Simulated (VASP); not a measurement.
A run of VASP 6.6.1 is set up as follows.

File INCAR:

```
SYSTEM = LuSi2Ge3
  ALGO = Normal
  EDIFF = 1E-7
  EDIFFG = -0.04
  ENCUT = 600
  GGA = PE
  IBRION = 2
  ISIF = 3
  ISMEAR = 0
  LASPH = .TRUE.
  LCHARG = .FALSE.
  LREAL = .FALSE.
  LWAVE = .FALSE.
  NELM = 80
  NSW = 90
  PREC = Accurate
  SIGMA = 0.1
```

File KPOINTS:

```
k-points
0
G
  3 3 3
  0 0 0
```

POSCAR

```
LuSi2Ge3
1.0
    3.2514633700      1.8772332500      3.5884568100
   -3.2514633700      1.8772332500      3.5884568100
    0.0000000000     -3.7544665000      3.5884568100
Lu Si Ge
1 2 3
Direct
    0.5000000000      0.5000000000      0.5000000000
    0.8599414700      0.8599414700      0.8599414700
    0.1400585300      0.1400585300      0.1400585300
    0.1844627300      0.8155372700      0.0000000000
    0.0000000000      0.1844627300      0.8155372700
    0.8155372700      0.0000000000      0.1844627300
```

Potentials or basis: VASP PAW PBE potentials, release 64 (Lu, Si, Ge_d).

Command:

```sh
$ cat potpaw_PBE.64/Lu/POTCAR potpaw_PBE.64/Si/POTCAR potpaw_PBE.64/Ge_d/POTCAR > POTCAR
$ mpirun -np 1 vasp_std > vasp.out
```

What does it give for the relaxed volume?

21.07 Å³/atom.

Estimate the relaxed cell.

a = 5.025 Å, b = 5.025 Å, c = 5.025 Å, α = 87.21°, β = 87.21°, γ = 87.21°.

What does it give for the band gap on the k mesh?

Zero (an odd number of electrons rules out a gap without spin polarisation).

Predict the space group after relaxing (to 0.1 Å).

R32 (No. 155).

Final structure:
```yaml
crystal:
  lattice:
    - [3.46557, 2.00085, 3.03900]
    - [-3.46557, 2.00085, 3.03900]
    - [0.00000, -4.00170, 3.03900]
  atoms:
    - { symbol: Lu, position: [0.50000, 0.50000, 0.50000] }
    - { symbol: Si, position: [0.81146, 0.81146, 0.81146] }
    - { symbol: Si, position: [0.18854, 0.18854, 0.18854] }
    - { symbol: Ge, position: [0.29140, 0.70860, 0.00000] }
    - { symbol: Ge, position: [0.00000, 0.29140, 0.70860] }
    - { symbol: Ge, position: [0.70860, 0.00000, 0.29140] }
```

Caveat: the k points lie up to 0.42 Å⁻¹ apart in the final cell, too coarse for converged energies and pressures of a metal; spin-orbit coupling is left out, which moves the levels of the heavy elements.
